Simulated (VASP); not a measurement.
A run of VASP 6.6.1 is set up as follows.

INCAR

```
SYSTEM = SiC
PREC = Accurate
ENCUT = 520
EDIFF = 1E-6
ISMEAR = 0
SIGMA = 0.05
LREAL = .FALSE.
LASPH = .TRUE.
NELM = 60
ALGO = Normal
ISIF = 2
LWAVE = .FALSE.
LCHARG = .FALSE.
IBRION = 2
NSW = 50
EDIFFG = -0.01
```

KPOINTS

```
regular mesh
0
G
  12 12 6
  0 0 0
```

POSCAR

```
SiC
1.0
    2.9756098396      0.0000000000      0.0000000000
   -1.4878049198      2.5769537128      0.0000000000
    0.0000000000      0.0000000000      5.2915269777
Si C
2 2
Direct
    0.3333333333      0.6666666667      0.0046041256
    0.6666666667      0.3333333333      0.5046041256
    0.3333333333      0.6666666667      0.3803958744
    0.6666666667      0.3333333333      0.8803958744
```

Potentials or basis: VASP PAW LDA potentials, release 64 (Si, C).

Run with:

```sh
$ cat potpaw_LDA.64/Si/POTCAR potpaw_LDA.64/C/POTCAR > POTCAR
$ mpirun -np 1 vasp_std > vasp.out
```

Question: What does it give for the band gap on the k mesh?

Answer: 1.51 eV (least direct gap 4.18 eV).

Question: What does it give for the energy gained by relaxing?

Answer: 4.8 meV/atom.

Stress tensor (GPa, compression positive):
```
 15.45   0.00   0.00
  0.00  15.45   0.00
  0.00   0.00 -26.66
```

A k mesh can miss the band edges. As with any semilocal functional, this LDA gap is likely too small.
